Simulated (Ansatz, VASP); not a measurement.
**Al: VASP beside Ansatz**

```xyz
11
Lattice="5.7565 -1.0907 0.1735 -1.0345 5.7755 0.0738 0.1487 0.0642 6.1703" Properties=species:S:1:pos:R:3 pbc="T T T"
Al    1.4804    0.3510    2.5461
Al    3.7595    3.3453    2.8828
Al    3.0965    1.7663    0.8131
Al    4.3679    0.3633    2.7574
Al    5.4512   -0.8813    4.8498
Al    0.3657    1.7116    0.4685
Al    1.0235    3.1107    2.6735
Al    2.5802    0.2375    4.9369
Al    2.5322    4.5848    0.8230
Al    4.9286    1.9515    4.8597
Al   -0.2916    4.5192    0.6069
```

Alike in both runs: task single point; functional r2SCAN; k mesh 6 × 6 × 6; occupations gaussian, width 0.1 eV; no spin polarisation.

|  | VASP | Ansatz |
| --- | --- | --- |
| version | VASP 6.6.1 | Ansatz 0.2.0 |
| potentials or method | VASP PAW PBE potentials, release 64 (Al), cutoff 520 eV | scalar-relativistic, plane waves, PAW |
| valence electrons in the cell | 33 | 33 |

VASP gave:

| Item | Value |
| --- | --- |
| gap on the k mesh at the Fermi level (eV) | none |
| rms of the force components (eV/Å) | 0.114 |

**Question.** Which values does Ansatz return?

**Answer.** gap on the k mesh at the Fermi level (eV): none; rms of the force components (eV/Å): 0.116.

VASP's potentials were made for PBE, not for r2SCAN. Atom by atom the forces differ by 0.002 eV/Å (rms over components). A gap of «none» marks a metal or a gap that the smearing closes.
